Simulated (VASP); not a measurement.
V, 1 atom in the cell. The structure is cubic, space group Fm-3m (No. 225). The conventional cell has a = 3.810 Å, b = 3.810 Å, c = 3.810 Å, α = 90.00°, β = 90.00°, γ = 90.00°. Within 3.6 Å of V (site symmetry m-3m) lie 12 V at 2.69 Å. This isn't the form of V at room conditions, which is bcc.

* Program: VASP 6.6.1
* Task: relaxation of cell and atoms
* Functional: PBE
* Potentials or basis: VASP PAW PBE potentials, release 64 (V_sv)
* Cutoff: 600 eV
* k mesh: 14 × 14 × 14
* Occupations: fermi-dirac, width 0.05 eV
* Spin: collinear spin, ferromagnetic start
* Starting moments: [1.0] μB
* Dipole correction: no
* Further INCAR settings: ALGO = Normal; EDIFF = 1e-07; IBRION = 2; EDIFFG = -0.01; NSW = 80; ISIF = 3

Potentials or basis: VASP PAW PBE potentials, release 64 (V_sv).

Launch:

```sh
$ cat potpaw_PBE.64/V_sv/POTCAR > POTCAR
$ mpirun -np 1 vasp_std > vasp.out
```

Hardware: 1 thread of Intel(R) Xeon(R) 6975P-C (Granite Rapids), with other jobs on the host.

Question: Estimate the wall time of this run.

Answer: It took 30 s on 1 thread of Intel(R) Xeon(R) 6975P-C (Granite Rapids), with other jobs on the host, peak memory 0.17 GiB. Counts: scf iterations 30, k points 104, ion steps 3.
